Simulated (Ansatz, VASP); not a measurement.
InAs3 in VASP and in Ansatz

File INCAR:

```
PREC = Accurate
ENCUT = 500
EDIFF = 1E-7
ISMEAR = 0
SIGMA = 0.1
LREAL = False
LASPH = True
NELM = 120
ALGO = Normal
ISIF = 3
LWAVE = False
LCHARG = False
GGA = PE
IBRION = 2
NSW = 100
EDIFFG = -0.01
GGA_COMPAT = False
NELMIN = 4
```

KPOINTS

```
regular mesh
0
Gamma
  12 12 12
```

Contents of POSCAR:

```
InAs3
1.0
    4.3737313918      0.0000000000      0.0000000000
    0.0000000000      4.3737313918      0.0000000000
    0.0000000000      0.0000000000      4.3287755377
In As
1 3
Direct
    0.0000000000      0.0000000000      0.0000000000
    0.0000000000      0.5000000000      0.5000000000
    0.5000000000      0.0000000000      0.5000000000
    0.5000000000      0.5000000000      0.0000000000
```

Input for Ansatz:

```yaml
crystal:
  lattice:
    - [4.3737313918, 0.0, 0.0]
    - [0.0, 4.3737313918, 0.0]
    - [0.0, 0.0, 4.3287755377]
  atoms:
    - { symbol: In, position: [0.0, 0.0, 0.0] }
    - { symbol: As, position: [0.0, 0.5, 0.5] }
    - { symbol: As, position: [0.5, 0.0, 0.5] }
    - { symbol: As, position: [0.5, 0.5, 0.0] }
basis:
  ecutwfc: 420
kpoints:
  mp_grid: { grid: [12, 12, 12] }
hamiltonian:
  xc: pbe
scf:
  occupations: { method: gaussian, width: 0.1 }
output:
  forces: true
  stress: true
  eigenvalues: true
  write_density: true
  write_potential: true
  elf: true
  volumetric_format: npy
relax:
  adjacent_minimum: "off"
  f_tol: 0.01
  max_steps: 80
  cell: { stress_tol: 0.05 }
```

Alike in both runs: task relaxation of cell and atoms; functional PBE; k mesh 12 × 12 × 12; occupations gaussian, width 0.1 eV; no spin polarisation.

```csv
,VASP,Ansatz
version,VASP 6.6.1,Ansatz 0.2.0
potentials or method,"VASP PAW PBE potentials, release 64 (In_d, As), cutoff 500 eV","scalar-relativistic, plane waves, PAW"
valence electrons in the cell,28,58
```

Ansatz gave:

```
gap on the k mesh at the Fermi level, each at its own relaxed structure (eV) : none
relaxed volume (Å³/atom)                                                     : 20.86
relaxed cell length with the largest relative difference (Å)                 : 3.537
```

Question: Which values does VASP return?

Answer: gap on the k mesh at the Fermi level, each at its own relaxed structure (eV): none; relaxed volume (Å³/atom): 21.27; relaxed cell length with the largest relative difference (Å): 4.367.

A gap of «none» marks a metal or a gap that the smearing closes. One of these differences is far larger than is usual between the two programs; its cause wasn't traced. VASP's potentials hold 28 valence electrons a cell and Ansatz's 58, so a difference there can come from the potentials and not from the codes.
